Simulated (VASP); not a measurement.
Here is a VASP 6.6.1 calculation.

The input INCAR:

```
PREC = Accurate
ENCUT = 520
EDIFF = 1E-6
ISMEAR = -1
SIGMA = 0.06
LREAL = F
LASPH = T
NELM = 80
ALGO = Normal
ISIF = 2
LWAVE = F
LCHARG = T
GGA = PE
LELF = T
LVHAR = T
NBANDS = 16
```

KPOINTS

```
regular mesh
0
Gamma
  3 3 3
```

The input POSCAR:

```
InP
1.0
    0.0000000000      2.9305000000      2.9305000000
    2.9305000000      0.0000000000      2.9305000000
    2.9305000000      2.9305000000      0.0000000000
In P
1 1
Direct
    0.0000000000      0.0000000000      0.0000000000
    0.7500000000      0.7500000000      0.7500000000
```

Potentials or basis: VASP PAW PBE potentials, release 64 (In_d, P).

Launch:

```bash
$ cat potpaw_PBE.64/In_d/POTCAR potpaw_PBE.64/P/POTCAR > POTCAR
$ mpirun -np 1 vasp_std > vasp.out
```

Task: Estimate the pressure.

Result: 4.1 GPa.

Task: Predict the band gap on the k mesh.

Result: 0.68 eV, direct.

Caveat: the k points lie up to 0.62 Å⁻¹ apart; spin-orbit coupling is left out, which moves the levels of the heavy elements. PBE gaps usually lie below the measured ones, often by a third to a half.
